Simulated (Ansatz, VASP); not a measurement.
# C in VASP and in Ansatz

INCAR

```
SYSTEM = C
PREC = Accurate ; ENCUT = 600
EDIFF = 1E-6 ; ISMEAR = 0
SIGMA = 0.15 ; LREAL = .False.
LASPH = .True. ; NELM = 120
ALGO = Normal ; ISIF = 2
LWAVE = .False. ; LCHARG = .False.
GGA = PS ; NBANDS = 16
GGA_COMPAT = .False.
```

Contents of KPOINTS:

```
regular mesh
0
Gamma
  18 18 6
  0 0 0
```

File POSCAR:

```
C
1.0
    1.2294745828     -2.1290849001      0.0000000000
    1.2294745828      2.1290849001      0.0000000000
    0.0000000000      0.0000000000      7.3778161753
C
4
Direct
    0.0140237584      0.8473804524      0.7498447213
    0.6526195476      0.4859762416      0.2501552787
    0.9859762416      0.1526195476      0.2501552787
    0.3473804524      0.5140237584      0.7498447213
```

Input for Ansatz:

```yaml
crystal:
  lattice:
    - [1.2294745828, -2.1290849001, 0.0]
    - [1.2294745828, 2.1290849001, 0.0]
    - [0.0, 0.0, 7.3778161753]
  atoms:
    - { symbol: C, position: [0.0140237584, 0.8473804524, 0.7498447213] }
    - { symbol: C, position: [0.6526195476, 0.4859762416, 0.2501552787] }
    - { symbol: C, position: [0.9859762416, 0.1526195476, 0.2501552787] }
    - { symbol: C, position: [0.3473804524, 0.5140237584, 0.7498447213] }
basis:
  ecutwfc: 520.0
kpoints:
  mp_grid: { grid: [18, 18, 6] }
hamiltonian:
  xc: pbesol
  pseudopotentials: { kind: paw, azcp: { folder: soft_1 } }
scf:
  occupations: { method: gaussian, width: 0.15 }
output:
  forces: true
  stress: true
  eigenvalues: true
```

Change from the starting cell: mode 1 frozen in at +0.000 Å and mode 5 at -0.170 Å (largest displacements).

Alike in both runs: task single point; functional PBEsol; k mesh 18 × 18 × 6; occupations gaussian, width 0.15 eV; no spin polarisation.

```csv
,VASP,Ansatz
version,VASP 6.6.1,Ansatz 0.2.0
potentials or method,"VASP PAW PBE potentials, release 64 (C), cutoff 600 eV","scalar-relativistic, plane waves, PAW"
valence electrons in the cell,16,16
```

|  | VASP | Ansatz | Ansatz less VASP |
| --- | --- | --- | --- |
| gap on the k mesh at the Fermi level (eV) | none | none | - |
| least direct gap on the mesh (eV) | 0.00 | 0.00 | 0.000 |
| pressure (GPa) | 0.3 | 0.0 | -0.29 |
| traceless stress, the component that is largest in VASP (GPa) | -0.48 | 0.09 | +0.570 |
| rms of the force components (eV/Å) | 0.004 | 0.004 | 0.0000 |

VASP's potentials were made for PBE, not for PBEsol, and Ansatz warns of the same on its side. Atom by atom the forces differ by 0.000 eV/Å (rms over components). A gap of «none» marks a metal or a gap that the smearing closes. With one functional, cell and mesh, what is left measures potentials, basis and numerics.

A gap of «none» marks a metal or a gap under the smearing width.
